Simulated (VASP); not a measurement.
BP, 2 atoms in the cell. The structure is cubic, space group F-43m (No. 216). Conventional cell: a = 4.598 Å, b = 4.598 Å, c = 4.598 Å, α = 90.00°, β = 90.00°, γ = 90.00°. Within 2.6 Å of B (site symmetry -43m) lie 4 P at 1.99 Å. Within 2.6 Å of P (site symmetry -43m) lie 4 B at 1.99 Å. 

* Program: VASP 6.6.1
* Task: single point
* Functional: PBE
* Potentials or basis: VASP PAW PBE potentials, release 64 (B, P)
* Cutoff: 520 eV
* k mesh: 8 × 8 × 8
* Occupations: gaussian, width 0.01 eV
* Spin: no spin polarisation
* Dipole correction: no
* Further INCAR settings: ALGO = Normal; EDIFF = 1e-06; NBANDS = 11

Potentials or basis: VASP PAW PBE potentials, release 64 (B, P).

Launch:

```console
$ cat potpaw_PBE.64/B/POTCAR potpaw_PBE.64/P/POTCAR > POTCAR
$ mpirun -np 1 vasp_std > vasp.out
```

Hardware: 1 thread of AMD EPYC 9R45 (Zen 5), with other jobs on the host.

How long does it take, and how much memory?

Run time: 3.2 s on 1 thread of AMD EPYC 9R45 (Zen 5), with other jobs on the host, peak memory 0.1 GiB. Counts: scf iterations 13, k points 29.
